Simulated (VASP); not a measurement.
# GaN in VASP: single point with PBE

Aim: the single point of GaN with PBE.

Everything below comes from runs of VASP 6.6.1. Logs are shortened: lines on timing, memory, paths and dates and some standing lists are left out, and cuts for length are marked.

### 1 The cell of the first run

The cell holds a sheet with vacuum, 2 atoms: a = 3.212 Å, b = 3.212 Å, c = 23.800 Å, α = 90.00°, β = 90.00°, γ = 120.00°.

### 2 Single point, PBE

INCAR

```
SYSTEM = GaN
ALGO = Normal
DIPOL = 0.5 0.5 0.294
EDIFF = 1E-6
ENCUT = 520
GGA = PE
GGA_COMPAT = .FALSE.
IDIPOL = 3
ISIF = 2
ISMEAR = 0
LASPH = .TRUE.
LCHARG = .TRUE.
LDIPOL = .TRUE.
LELF = .TRUE.
LREAL = .FALSE.
LVACPOTAV = .TRUE.
LVHAR = .TRUE.
LWAVE = .FALSE.
NBANDS = 16
NELM = 120
NELMDL = -8
PREC = Accurate
SIGMA = 0.03
```

KPOINTS

```
k-points
0
G
  12 12 1
  0 0 0
```

POSCAR

```
GaN
1.0
    3.2119315813      0.0000000000      0.0000000000
   -1.6059657906      2.7816143446      0.0000000000
    0.0000000000      0.0000000000     23.8000000000
Ga N
1 1
Direct
    0.3333333333      0.6666666667      0.2941176471
    0.6666666667      0.3333333333      0.2941176471
```

Potentials or basis: VASP PAW PBE potentials, release 64 (Ga_d, N).

Run with:

```console
$ cat potpaw_PBE.64/Ga_d/POTCAR potpaw_PBE.64/N/POTCAR > POTCAR
$ mpirun -np 1 vasp_std > vasp.out
```

OUTCAR:

```text
SYSTEM = GaN
   EDIFF = 1E-6
   ENCUT = 520
   GGA = PE
   ISIF = 2
   ISMEAR = 0
   LASPH = .TRUE.
   LREAL = .FALSE.
   NELM = 120
   NELMDL = -8
   PREC = Accurate

 ion  position               nearest neighbor table
   1  0.333  0.667  0.294-   2 1.85   2 1.85   2 1.85
   2  0.667  0.333  0.294-   1 1.85   1 1.85   1 1.85

  LATTYP: Found a hexagonal cell.
 ALAT       =     3.2119315813
 C/A-ratio  =     7.4098714115

  Lattice vectors:

 A1 = (   3.2119315813,   0.0000000000,   0.0000000000)
 A2 = (  -1.6059657906,   2.7816143446,   0.0000000000)
 A3 = (   0.0000000000,   0.0000000000,  23.8000000000)

Analysis of symmetry for initial positions (statically):
=====================================================================
 Subroutine PRICEL returns:
 Original cell was already a primitive cell.

 Routine SETGRP: Setting up the symmetry group for a
 hexagonal supercell.

 Subroutine GETGRP returns: Found 12 space group operations
 (whereof  6 operations were pure point group operations)
 out of a pool of 24 trial point group operations.

The static configuration has the point symmetry C_3v.
 The point group associated with its full space group is D_3h.

Analysis of symmetry for dynamics (positions and initial velocities):
=====================================================================
 Subroutine PRICEL returns:
 Original cell was already a primitive cell.

 Routine SETGRP: Setting up the symmetry group for a
 hexagonal supercell.

 Subroutine GETGRP returns: Found 12 space group operations
 (whereof  6 operations were pure point group operations)
 out of a pool of 24 trial point group operations.

The dynamic configuration has the point symmetry C_3v.
 The point group associated with its full space group is D_3h.

 Subroutine INISYM returns: Found 12 space group operations
 (whereof  6 operations are pure point group operations),
 and found     1 'primitive' translations

----------------------------------------------------------------------------------------

                                     Primitive cell

  volume of cell :     212.6376

  direct lattice vectors                    reciprocal lattice vectors
     3.211931581  0.000000000  0.000000000     0.311339135  0.179751733  0.000000000
    -1.605965791  2.781614345  0.000000000     0.000000000  0.359503467  0.000000000
     0.000000000  0.000000000 23.800000000     0.000000000  0.000000000  0.042016807

  length of vectors
     3.211931581  3.211931581 23.800000000     0.359503467  0.359503467  0.042016807

  position of ions in fractional coordinates (direct lattice)
     0.333333333  0.666666667  0.294117647
     0.666666667  0.333333333  0.294117647

  ion indices of the primitive-cell ions
   primitive index   ion index
                 1           1
                 2           2

----------------------------------------------------------------------------------------

 KPOINTS: k-points

Automatic generation of k-mesh.
 Grid dimensions read from file:
 generate k-points for:   12   12    1

 Generating k-lattice:

  Cartesian coordinates                     Fractional coordinates (reciprocal lattice)
     0.025944928  0.014979311  0.000000000     0.083333333  0.000000000  0.000000000
     0.000000000  0.029958622  0.000000000     0.000000000  0.083333333  0.000000000
     0.000000000  0.000000000  0.042016807     0.000000000  0.000000000  1.000000000

  Length of vectors
     0.029958622  0.029958622  0.042016807

  Shift w.r.t. Gamma in fractional coordinates (k-lattice)
     0.000000000  0.000000000  0.000000000

 Subroutine IBZKPT returns following result:
 ===========================================

 Found     19 irreducible k-points:

 Following reciprocal coordinates:
            Coordinates               Weight
  0.000000  0.000000  0.000000      1.000000
  0.083333  0.000000  0.000000      6.000000
  0.166667  0.000000  0.000000      6.000000
  0.250000  0.000000  0.000000      6.000000
  0.333333  0.000000  0.000000      6.000000
  0.416667  0.000000  0.000000      6.000000
[... 11 lines left out ...]
  0.333333  0.250000  0.000000     12.000000
  0.333333  0.333333  0.000000      2.000000
   k-points           NKPTS =     19   k-points in BZ     NKDIM =     19   number of bands    NBANDS=     16
   number of dos      NEDOS =    301   number of ions     NIONS =      2
   total plane-waves  NPLWV = 103680
   dimension x,y,z NGX =    24 NGY =   24 NGZ =  180
   dimension x,y,z NGXF=    48 NGYF=   48 NGZF=  360
   ions per type =               1   1
   NGX,Y,Z   is equivalent  to a cutoff of  12.42, 12.42, 12.57 a.u.
   NGXF,Y,Z  is equivalent  to a cutoff of  24.84, 24.84, 25.15 a.u.
 SYSTEM =  GaN
   PREC   = accura    normal or accurate (medium, high low for compatibility)
   ISTART =      0    job   : 0-new  1-cont  2-samecut
   ICHARG =      2    charge: 1-file 2-atom 10-const
   ISPIN  =      1    spin polarized calculation?
   LNONCOLLINEAR =      F non collinear calculations
   LSORBIT =      F    spin-orbit coupling
   LASPH  =      T    aspherical Exc in radial PAW
   ENCUT  =  520.0 eV  38.22 Ry    6.18 a.u.   5.97  5.97 44.25*2*pi/ulx,y,z
   NELM   =    120;   NELMIN=  2; NELMDL= -8     # of ELM steps
   EDIFF  = 0.1E-05   stopping-criterion for ELM
   LREAL  =      F    real-space projection
   EDIFFG = 0.1E-04   stopping-criterion for IOM
   NSW    =      0    number of steps for IOM
   IBRION =     -1    ionic relax: 0-MD 1-quasi-New 2-CG
   NFREE  =      0    steps in history (QN), initial steepest desc. (CG)
   ISIF   =      2    stress and relaxation
   ISYM   =      2    0-nonsym 1-usesym 2-fastsym
   POTIM  = 0.5000    time-step for ionic-motion
   TEBEG  =    0.0;   TEEND  =   0.0 temperature during run
   PSTRESS=    0.0 pullay stress
   NELECT =      18.0000    total number of electrons
   NUPDOWN=      -1.0000    fix difference up-down
   EMIN   =  10.00;   EMAX   =-10.00  energy-range for DOS
   EFERMI =   0.00;   METHOD = LEGACY
   ISMEAR =     0;   SIGMA  =   0.03  broadening in eV -4-tet -1-fermi 0-gaus
   EFERMI_NEDOS =   21; number of points for ismear=-14 and -15
   IALGO  =     38    algorithm
   IMIX   =      4    mixing-type and parameters
     AMIX     =   0.40;   BMIX     =  1.00
     AMIX_MAG =   1.60;   BMIX_MAG =  1.00
  volume/ion in A,a.u.               =     106.32       717.47
  Fermi-wavevector in a.u.,A,eV,Ry     =   0.718818  1.358369  7.030121  0.516699
  Thomas-Fermi vector in A             =   1.807854
   LORBIT       =      0    0 simple, 1 ext, 2 COOP (PROOUT), +10 PAW based schemes
   GGA     = PE    functional components
   LHFCALC =     F    Hartree Fock is set to
   AEXX    =    0.0000 exact exchange contribution
   IVDW    =     0    specifies the selected vdW correction
   LEPSILON=     F    determine dielectric tensor
   LRPA    =     F    only Hartree local field effects (RPA)
 non-spin polarized calculation
 Gauss-broadening in eV      SIGMA  =   0.03
  energy-cutoff  :      520.00
  volume of cell :      212.64
 maximum number of plane-waves:      5784
 NGX is ok and might be reduce to    24
   NGX = 11   NGY = 11   NGZ = 89

 dipolmoment           0.000000      0.000000     -0.000013 electrons x Angstroem

 number of electron      17.9999983 magnetization

 dipolmoment           0.000000      0.000000      0.000004 electrons x Angstroem

 Free energy of the ion-electron system (eV)
  ---------------------------------------------------
  ext. energy  EPLUGINS =         0.00000000
  ---------------------------------------------------
  free energy    TOTEN  =       -11.45468687 eV

  energy without entropy =      -11.45468687  energy(sigma->0) =      -11.45468687

 E-fermi :  -4.0037     XC(G=0):  -1.8545

 val. band max:       -4.1956377037   @ k =   0.3333   0.3333   0.0000
 cond. band min:      -2.0389942283   @ k =   0.0000   0.0000   0.0000
 fundamental gap:      2.1566434754
 Fermi energy:        -4.0037275122

 k-point     1 :       0.0000    0.0000    0.0000
  band No.  band energies     occupation
      1     -19.4593      2.00000
      2     -17.5592      2.00000
      3     -17.5592      2.00000
      4     -17.3226      2.00000
      5     -17.3226      2.00000
      6     -16.6506      2.00000
[... 8 lines left out ...]
     15       2.4578      0.00000
     16       2.7859      0.00000

 k-point     2 :       0.0833    0.0000    0.0000
  band No.  band energies     occupation
      1     -19.4069      2.00000
      2     -17.5632      2.00000
      3     -17.5398      2.00000
      4     -17.3310      2.00000
      5     -17.3238      2.00000
      6     -16.6128      2.00000
[... 8 lines left out ...]
     15       2.6088      0.00000
     16       2.8662      0.00000

 k-point     3 :       0.1667    0.0000    0.0000
  band No.  band energies     occupation
      1     -19.2678      2.00000
      2     -17.5677      2.00000
      3     -17.4860      2.00000
      4     -17.3537      2.00000
      5     -17.3271      2.00000
      6     -16.4941      2.00000
[... 8 lines left out ...]
     15       3.0396      0.00000
     16       3.0913      0.00000

 k-point     4 :       0.2500    0.0000    0.0000
  band No.  band energies     occupation
      1     -19.0929      2.00000
      2     -17.5579      2.00000
      3     -17.4106      2.00000
      4     -17.3840      2.00000
      5     -17.3317      2.00000
      6     -16.2797      2.00000
[... 8 lines left out ...]
     15       3.4740      0.00000
     16       3.6335      0.00000
[... 229 lines left out ...]
 k-point    17 :       0.2500    0.2500    0.0000
  band No.  band energies     occupation
      1     -18.8013      2.00000
      2     -17.5465      2.00000
      3     -17.4240      2.00000
      4     -17.3593      2.00000
      5     -17.2730      2.00000
      6     -15.4602      2.00000
[... 8 lines left out ...]
     15       5.2690      0.00000
     16       5.3229      0.00000

 k-point    18 :       0.3333    0.2500    0.0000
  band No.  band energies     occupation
      1     -18.7567      2.00000
      2     -17.5389      2.00000
      3     -17.4277      2.00000
      4     -17.3677      2.00000
      5     -17.2605      2.00000
      6     -15.2136      2.00000
[... 8 lines left out ...]
     15       6.1689      0.00000
     16       6.2749      0.00000

 k-point    19 :       0.3333    0.3333    0.0000
  band No.  band energies     occupation
      1     -18.7375      2.00000
      2     -17.5421      2.00000
      3     -17.4252      2.00000
      4     -17.3745      2.00000
      5     -17.2598      2.00000
      6     -15.1123      2.00000
[... 8 lines left out ...]
     15       6.9254      0.00000
     16       7.3055      0.00000

------------------------ aborting loop because EDIFF is reached ----------------------------------------

  FORCE on cell =-STRESS in cart. coord.  units (eV):
  Direction    XX          YY          ZZ          XY          YZ          ZX
  --------------------------------------------------------------------------------------
  -------------------------------------------------------------------------------------
  Total       -0.0480114     -0.0480114     -0.0146603     -0.0000000      0.0000000      0.0000000
  in kB       -0.3617549     -0.3617549     -0.1104622     -0.0000000      0.0000000      0.0000000
  external PRESSURE =      -0.2779907 kB  Pullay stress =       0.0000000 kB

 VOLUME and BASIS-vectors are now :
 -----------------------------------------------------------------------------
  energy-cutoff  :      520.00
  volume of cell :      212.64
      direct lattice vectors                 reciprocal lattice vectors
     3.211931581  0.000000000  0.000000000     0.311339135  0.179751733  0.000000000
    -1.605965791  2.781614345  0.000000000     0.000000000  0.359503467  0.000000000
     0.000000000  0.000000000 23.800000000     0.000000000  0.000000000  0.042016807

 POSITION                                       TOTAL-FORCE (eV/Angst)
 -----------------------------------------------------------------------------------
     -0.00000      1.85441      7.00000        -0.000000      0.000000      0.000000
      1.60597      0.92720      7.00000         0.000000     -0.000000      0.000000
 -----------------------------------------------------------------------------------
    total drift:                                0.000006     -0.000004      0.000281

  FREE ENERGIE OF THE ION-ELECTRON SYSTEM (eV)
  ---------------------------------------------------
  free  energy   TOTEN  =       -11.4546868676 eV

  energy  without entropy=      -11.4546868676  energy(sigma->0) =      -11.45468687

 vacuum level on the upper side and lower side of the slab         1.102         1.102
```

It took 3.4 min on 1 thread of Intel Xeon 8259CL, shared host; peak memory 0.31 GiB.

Results:

```yaml
Free_energy: -11.4547 eV
Band_gap_on_the_k_mesh: 2.16 eV (least direct gap 2.47 eV)
```

Levels at points of the mesh, in eV from the valence-band top:
```tsv
k point	band 6	band 7	band 8	band 9	band 10	band 11	band 12	band 13
(0.00, 0.00, 0.00)	-12.46	-2.57	-0.31	-0.31	2.16	4.78	5.12	5.51
(0.50, 0.00, 0.00)	-11.28	-6.08	-2.08	-0.34	4.75	5.23	8.25	9.24
```
